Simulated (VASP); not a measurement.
NiO:

```xyz
2
Lattice="0.0000 2.2369 2.2369 2.2369 0.0000 2.2369 2.2369 2.2369 0.0000" Properties=species:S:1:pos:R:3 pbc="T T T"
Ni    0.0000    0.0000    0.0000
O     1.1185    1.1185    1.1185
```

Base run:

```yaml
Program: VASP 6.6.1
Functional: PBE
Potentials_or_basis: VASP PAW PBE potentials, release 64 (Ni, O)
Cutoff: 520 eV
k_mesh: 10 × 10 × 10
Occupations: fermi-dirac, width 0.05 eV
Spin: collinear spin, ferromagnetic start
Starting_moments: "[1.0, 0.0] μB"
```

Its results: pressure 1.1 GPa; net moment 1.90 μB per cell; site moments Ni +1.49; O +0.36 μB.

**Question.** The run is repeated on the same cell with these changes: potentials or basis from VASP PAW PBE potentials, release 64 (Ni, O) to VASP PAW PBE potentials, release 64 (Ni_sv_GW, O); cutoff from 520 eV to 600 eV; further incar settings from ALGO = Normal; EDIFF = 1e-06; NBANDS = 19 to ALGO = Normal; EDIFF = 1e-06; NBANDS = 23; valence electrons from 16 to 24. What comes out?

**Answer.** Pressure -0.8 GPa; net moment 1.93 μB per cell; site moments Ni +1.52; O +0.36 μB.

Caveats: a cell with one magnetic atom can't hold antiferromagnetic order, which such compounds often take.
